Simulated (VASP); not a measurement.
# BiTe (Fm-3m) in VASP: notebook

Runs on BiTe. Level: PBE. Tasks: single point.

Program: VASP 6.6.1. These are calculated values, not measurements. Logs are shortened: lines on timing, memory, paths and dates and some standing lists are left out, and cuts for length are marked.

## Step 1: The cell of the first run

Symmetry: Fm-3m, No. 225, cubic system. The conventional cell has a = 6.247 Å, b = 6.247 Å, c = 6.247 Å, α = 90.00°, β = 90.00°, γ = 90.00°. Within 4.1 Å of Bi (site symmetry m-3m) lie 6 Te at 3.12 Å. Within 4.1 Å of Te (site symmetry m-3m) lie 6 Bi at 3.12 Å.

## Step 2: Single point, PBE

Input file INCAR:

```
SYSTEM = BiTe
  PREC = Accurate
  ENCUT = 520
  EDIFF = 1E-7
  ISMEAR = -1
  SIGMA = 0.1
  LREAL = .FALSE.
  LASPH = .TRUE.
  NELM = 80
  ALGO = Normal
  ISIF = 2
  LWAVE = .FALSE.
  LCHARG = .TRUE.
  GGA = PE
  LELF = .TRUE.
  LVHAR = .TRUE.
  NBANDS = 18
```

Input file KPOINTS:

```
regular mesh
0
G
  6 6 6
  0 0 0
```

Input file POSCAR:

```
BiTe
1.0
    0.0000000000      3.1233581592      3.1233581592
    3.1233581592      0.0000000000      3.1233581592
    3.1233581592      3.1233581592      0.0000000000
Bi Te
1 1
Direct
    0.0000000000      0.0000000000      0.0000000000
    0.5000000000      0.5000000000      0.5000000000
```

Potentials or basis: VASP PAW PBE potentials, release 64 (Bi_d, Te).

The run is started by

```console
> cat potpaw_PBE.64/Bi_d/POTCAR potpaw_PBE.64/Te/POTCAR > POTCAR
> mpirun -np 1 vasp_std > vasp.out
```

OUTCAR:

```text
SYSTEM = BiTe
   PREC = Accurate
   ENCUT = 520
   EDIFF = 1E-7
   ISMEAR = -1
   LREAL = .FALSE.
   LASPH = .TRUE.
   NELM = 80
   ISIF = 2
   GGA = PE

 ion  position               nearest neighbor table
   1  0.000  0.000  0.000-   2 3.12   2 3.12   2 3.12   2 3.12   2 3.12   2 3.12
   2  0.500  0.500  0.500-   1 3.12   1 3.12   1 3.12   1 3.12   1 3.12   1 3.12

  LATTYP: Found a face centered cubic cell.
 ALAT       =     6.2467163184

  Lattice vectors:

 A1 = (   0.0000000000,   3.1233581592,   3.1233581592)
 A2 = (   3.1233581592,   0.0000000000,   3.1233581592)
 A3 = (   3.1233581592,   3.1233581592,   0.0000000000)

Analysis of symmetry for initial positions (statically):
=====================================================================
 Subroutine PRICEL returns:
 Original cell was already a primitive cell.

 Routine SETGRP: Setting up the symmetry group for a
 face centered cubic supercell.

 Subroutine GETGRP returns: Found 48 space group operations
 (whereof 48 operations were pure point group operations)
 out of a pool of 48 trial point group operations.

The static configuration has the point symmetry O_h .

Analysis of symmetry for dynamics (positions and initial velocities):
=====================================================================
 Subroutine PRICEL returns:
 Original cell was already a primitive cell.

 Routine SETGRP: Setting up the symmetry group for a
 face centered cubic supercell.

 Subroutine GETGRP returns: Found 48 space group operations
 (whereof 48 operations were pure point group operations)
 out of a pool of 48 trial point group operations.

The dynamic configuration has the point symmetry O_h .

 Subroutine INISYM returns: Found 48 space group operations
 (whereof 48 operations are pure point group operations),
 and found     1 'primitive' translations

----------------------------------------------------------------------------------------

                                     Primitive cell

  volume of cell :      60.9390

  direct lattice vectors                    reciprocal lattice vectors
     0.000000000  3.123358159  3.123358159    -0.160084106  0.160084106  0.160084106
     3.123358159  0.000000000  3.123358159     0.160084106 -0.160084106  0.160084106
     3.123358159  3.123358159  0.000000000     0.160084106  0.160084106 -0.160084106

  length of vectors
     4.417095469  4.417095469  4.417095469     0.277273806  0.277273806  0.277273806

  position of ions in fractional coordinates (direct lattice)
     0.000000000  0.000000000  0.000000000
     0.500000000  0.500000000  0.500000000

  ion indices of the primitive-cell ions
   primitive index   ion index
                 1           1
                 2           2

----------------------------------------------------------------------------------------

 KPOINTS: regular mesh

Automatic generation of k-mesh.
 Grid dimensions read from file:
 generate k-points for:    6    6    6

 Generating k-lattice:

  Cartesian coordinates                     Fractional coordinates (reciprocal lattice)
    -0.026680684  0.026680684  0.026680684     0.166666667  0.000000000  0.000000000
     0.026680684 -0.026680684  0.026680684     0.000000000  0.166666667  0.000000000
     0.026680684  0.026680684 -0.026680684     0.000000000  0.000000000  0.166666667

  Length of vectors
     0.046212301  0.046212301  0.046212301

  Shift w.r.t. Gamma in fractional coordinates (k-lattice)
     0.000000000  0.000000000  0.000000000

 Subroutine IBZKPT returns following result:
 ===========================================

 Found     16 irreducible k-points:

 Following reciprocal coordinates:
            Coordinates               Weight
  0.000000  0.000000  0.000000      1.000000
  0.166667  0.000000  0.000000      8.000000
  0.333333  0.000000  0.000000      8.000000
  0.500000  0.000000  0.000000      4.000000
  0.166667  0.166667  0.000000      6.000000
  0.333333  0.166667  0.000000     24.000000
[... 8 lines left out ...]
 -0.333333  0.333333  0.166667     24.000000
 -0.333333  0.500000  0.166667     12.000000
   k-points           NKPTS =     16   k-points in BZ     NKDIM =     16   number of bands    NBANDS=     18
   number of dos      NEDOS =    301   number of ions     NIONS =      2
   total plane-waves  NPLWV =  46656
   dimension x,y,z NGX =    36 NGY =   36 NGZ =   36
   dimension x,y,z NGXF=    72 NGYF=   72 NGZF=   72
   ions per type =               1   1
   NGX,Y,Z   is equivalent  to a cutoff of  13.55, 13.55, 13.55 a.u.
   NGXF,Y,Z  is equivalent  to a cutoff of  27.10, 27.10, 27.10 a.u.
 SYSTEM =  BiTe
   PREC   = accura    normal or accurate (medium, high low for compatibility)
   ISTART =      0    job   : 0-new  1-cont  2-samecut
   ICHARG =      2    charge: 1-file 2-atom 10-const
   ISPIN  =      1    spin polarized calculation?
   LNONCOLLINEAR =      F non collinear calculations
   LSORBIT =      F    spin-orbit coupling
   LASPH  =      T    aspherical Exc in radial PAW
   ENCUT  =  520.0 eV  38.22 Ry    6.18 a.u.   8.21  8.21  8.21*2*pi/ulx,y,z
   NELM   =     80;   NELMIN=  2; NELMDL= -5     # of ELM steps
   EDIFF  = 0.1E-06   stopping-criterion for ELM
   LREAL  =      F    real-space projection
   EDIFFG = 0.1E-05   stopping-criterion for IOM
   NSW    =      0    number of steps for IOM
   IBRION =     -1    ionic relax: 0-MD 1-quasi-New 2-CG
   NFREE  =      0    steps in history (QN), initial steepest desc. (CG)
   ISIF   =      2    stress and relaxation
   ISYM   =      2    0-nonsym 1-usesym 2-fastsym
   POTIM  = 0.5000    time-step for ionic-motion
   TEBEG  =    0.0;   TEEND  =   0.0 temperature during run
   PSTRESS=    0.0 pullay stress
   NELECT =      21.0000    total number of electrons
   NUPDOWN=      -1.0000    fix difference up-down
   EMIN   =  10.00;   EMAX   =-10.00  energy-range for DOS
   EFERMI =   0.00;   METHOD = LEGACY
   ISMEAR =    -1;   SIGMA  =   0.10  broadening in eV -4-tet -1-fermi 0-gaus
   EFERMI_NEDOS =   21; number of points for ismear=-14 and -15
   IALGO  =     38    algorithm
   IMIX   =      4    mixing-type and parameters
     AMIX     =   0.40;   BMIX     =  1.00
     AMIX_MAG =   1.60;   BMIX_MAG =  1.00
  volume/ion in A,a.u.               =      30.47       205.62
  Fermi-wavevector in a.u.,A,eV,Ry     =   1.147756  2.168944 17.923543  1.317343
  Thomas-Fermi vector in A             =   2.284434
   LORBIT       =      0    0 simple, 1 ext, 2 COOP (PROOUT), +10 PAW based schemes
   GGA     = PE    functional components
   LHFCALC =     F    Hartree Fock is set to
   AEXX    =    0.0000 exact exchange contribution
   IVDW    =     0    specifies the selected vdW correction
   LEPSILON=     F    determine dielectric tensor
   LRPA    =     F    only Hartree local field effects (RPA)
 non-spin polarized calculation
  energy-cutoff  :      520.00
  volume of cell :       60.94
 maximum number of plane-waves:      1676
 NGX is ok and might be reduce to    36
   NGX = 17   NGY = 17   NGZ = 17

 number of electron      20.9999998 magnetization

 Free energy of the ion-electron system (eV)
  ---------------------------------------------------
  ext. energy  EPLUGINS =         0.00000000
  ---------------------------------------------------
  free energy    TOTEN  =        -7.02964484 eV

  energy without entropy =       -6.97599936  energy(sigma->0) =       -7.00282210

 E-fermi :   7.9363     XC(G=0):  -9.9107

 val. band max:        7.9057786820   @ k =  -0.3333   0.1667   0.0000
 cond. band min:       7.9525242765   @ k =   0.3333   0.0000   0.0000
 fundamental gap:      0.0467455945
 Fermi energy:         7.9363303599

 k-point     1 :       0.0000    0.0000    0.0000
  band No.  band energies     occupation
      1     -15.2059      2.00000
      2     -15.2059      2.00000
      3     -15.1961      2.00000
      4     -15.1961      2.00000
      5     -15.1961      2.00000
      6      -6.3103      2.00000
[... 10 lines left out ...]
     17      14.2496      0.00000
     18      14.6417      0.00000

 k-point     2 :       0.1667    0.0000    0.0000
  band No.  band energies     occupation
      1     -15.2075      2.00000
      2     -15.2075      2.00000
      3     -15.1954      2.00000
      4     -15.1937      2.00000
      5     -15.1937      2.00000
      6      -6.0272      2.00000
[... 10 lines left out ...]
     17      16.0459      0.00000
     18      16.1878      0.00000

 k-point     3 :       0.3333    0.0000    0.0000
  band No.  band energies     occupation
      1     -15.2116      2.00000
      2     -15.2116      2.00000
      3     -15.1942      2.00000
      4     -15.1882      2.00000
      5     -15.1882      2.00000
      6      -5.1965      2.00000
[... 10 lines left out ...]
     17      18.1531      0.00000
     18      18.9638      0.00000

 k-point     4 :       0.5000    0.0000    0.0000
  band No.  band energies     occupation
      1     -15.2138      2.00000
      2     -15.2138      2.00000
      3     -15.1936      2.00000
      4     -15.1853      2.00000
      5     -15.1853      2.00000
      6      -4.0564      2.00000
[... 10 lines left out ...]
     17      16.2581      0.00000
     18      17.4328      0.00000

 k-point     5 :       0.1667    0.1667    0.0000
  band No.  band energies     occupation
      1     -15.2116      2.00000
      2     -15.2041      2.00000
      3     -15.1975      2.00000
      4     -15.1920      2.00000
      5     -15.1920      2.00000
      6      -5.9374      2.00000
[... 10 lines left out ...]
     17      15.0057      0.00000
     18      15.0432      0.00000

 k-point     6 :       0.3333    0.1667    0.0000
  band No.  band energies     occupation
      1     -15.2165      2.00000
      2     -15.2054      2.00000
      3     -15.1968      2.00000
      4     -15.1884      2.00000
      5     -15.1870      2.00000
      6      -5.3080      2.00000
[... 10 lines left out ...]
     17      16.6940      0.00000
     18      16.7807      0.00000

 k-point     7 :       0.5000    0.1667    0.0000
  band No.  band energies     occupation
      1     -15.2177      2.00000
      2     -15.2097      2.00000
      3     -15.1932      2.00000
      4     -15.1868      2.00000
      5     -15.1841      2.00000
      6      -4.2273      2.00000
[... 10 lines left out ...]
     17      17.0002      0.00000
     18      17.7974      0.00000

 k-point     8 :      -0.3333    0.1667    0.0000
  band No.  band energies     occupation
      1     -15.2139      2.00000
      2     -15.2121      2.00000
      3     -15.1921      2.00000
      4     -15.1871      2.00000
      5     -15.1869      2.00000
      6      -4.5981      2.00000
[... 10 lines left out ...]
     17      17.3362      0.00000
     18      17.7289      0.00000

 k-point     9 :      -0.1667    0.1667    0.0000
  band No.  band energies     occupation
      1     -15.2109      2.00000
      2     -15.2088      2.00000
      3     -15.1946      2.00000
      4     -15.1917      2.00000
      5     -15.1892      2.00000
      6      -5.5659      2.00000
[... 10 lines left out ...]
     17      15.3363      0.00000
     18      18.0364      0.00000

 k-point    10 :       0.3333    0.3333    0.0000
  band No.  band energies     occupation
      1     -15.2245      2.00000
      2     -15.2004      2.00000
      3     -15.2004      2.00000
      4     -15.1837      2.00000
      5     -15.1837      2.00000
      6      -4.9446      2.00000
[... 10 lines left out ...]
     17      16.8226      0.00000
     18      16.8226      0.00000

 k-point    11 :       0.5000    0.3333    0.0000
  band No.  band energies     occupation
      1     -15.2266      2.00000
      2     -15.2020      2.00000
      3     -15.1988      2.00000
      4     -15.1823      2.00000
      5     -15.1812      2.00000
      6      -4.2415      2.00000
[... 10 lines left out ...]
     17      17.8997      0.00000
     18      18.1729      0.00000

 k-point    12 :      -0.3333    0.3333    0.0000
  band No.  band energies     occupation
      1     -15.2212      2.00000
      2     -15.2073      2.00000
      3     -15.1926      2.00000
      4     -15.1862      2.00000
      5     -15.1833      2.00000
      6      -3.7133      2.00000
[... 10 lines left out ...]
     17      17.3278      0.00000
     18      20.3192      0.00000

 k-point    13 :       0.5000    0.5000    0.0000
  band No.  band energies     occupation
      1     -15.2315      2.00000
      2     -15.2020      2.00000
      3     -15.1986      2.00000
      4     -15.1793      2.00000
      5     -15.1793      2.00000
      6      -4.1906      2.00000
[... 10 lines left out ...]
     17      18.1276      0.00000
     18      18.5216      0.00000

 k-point    14 :       0.5000    0.3333    0.1667
  band No.  band energies     occupation
      1     -15.2203      2.00000
      2     -15.2061      2.00000
      3     -15.1955      2.00000
      4     -15.1861      2.00000
      5     -15.1838      2.00000
      6      -4.5791      2.00000
[... 10 lines left out ...]
     17      16.5162      0.00000
     18      18.0645      0.00000

 k-point    15 :      -0.3333    0.3333    0.1667
  band No.  band energies     occupation
      1     -15.2208      2.00000
      2     -15.2077      2.00000
      3     -15.1910      2.00000
      4     -15.1896      2.00000
      5     -15.1815      2.00000
      6      -3.7044      2.00000
[... 10 lines left out ...]
     17      17.5054      0.00000
     18      18.9977      0.00000

 k-point    16 :      -0.3333    0.5000    0.1667
  band No.  band energies     occupation
      1     -15.2259      2.00000
      2     -15.2036      2.00000
      3     -15.1965      2.00000
      4     -15.1851      2.00000
      5     -15.1793      2.00000
      6      -3.8409      2.00000
[... 10 lines left out ...]
     17      18.5351      0.00000
     18      18.6077      0.00000

------------------------ aborting loop because EDIFF is reached ----------------------------------------

  FORCE on cell =-STRESS in cart. coord.  units (eV):
  Direction    XX          YY          ZZ          XY          YZ          ZX
  --------------------------------------------------------------------------------------
  -------------------------------------------------------------------------------------
  Total        2.8482457      2.8482457      2.8482457      0.0000000      0.0000000      0.0000000
  in kB       74.8846285     74.8846285     74.8846285      0.0000000      0.0000000      0.0000000
  external PRESSURE =      74.8846285 kB  Pullay stress =       0.0000000 kB

 VOLUME and BASIS-vectors are now :
 -----------------------------------------------------------------------------
  energy-cutoff  :      520.00
  volume of cell :       60.94
      direct lattice vectors                 reciprocal lattice vectors
     0.000000000  3.123358159  3.123358159    -0.160084106  0.160084106  0.160084106
     3.123358159  0.000000000  3.123358159     0.160084106 -0.160084106  0.160084106
     3.123358159  3.123358159  0.000000000     0.160084106  0.160084106 -0.160084106

 POSITION                                       TOTAL-FORCE (eV/Angst)
 -----------------------------------------------------------------------------------
      0.00000      0.00000      0.00000         0.000000      0.000000      0.000000
      3.12336      3.12336      3.12336         0.000000      0.000000     -0.000000
 -----------------------------------------------------------------------------------
    total drift:                               -0.000000      0.000000      0.000000

  FREE ENERGIE OF THE ION-ELECTRON SYSTEM (eV)
  ---------------------------------------------------
  free  energy   TOTEN  =        -7.0296448401 eV

  energy  without entropy=       -6.9759993641  energy(sigma->0) =       -7.00282210
```

Wall time 13 s (1 thread of Intel Xeon 6975P-C, shared host); peak memory 0.2 GiB.

What came out:

```
Free energy : -7.0296 eV
Pressure    : 7.5 GPa
```

Caveat: spin-orbit coupling is left out, which moves the levels of the heavy elements.

(Continued in part 2 of 2.)
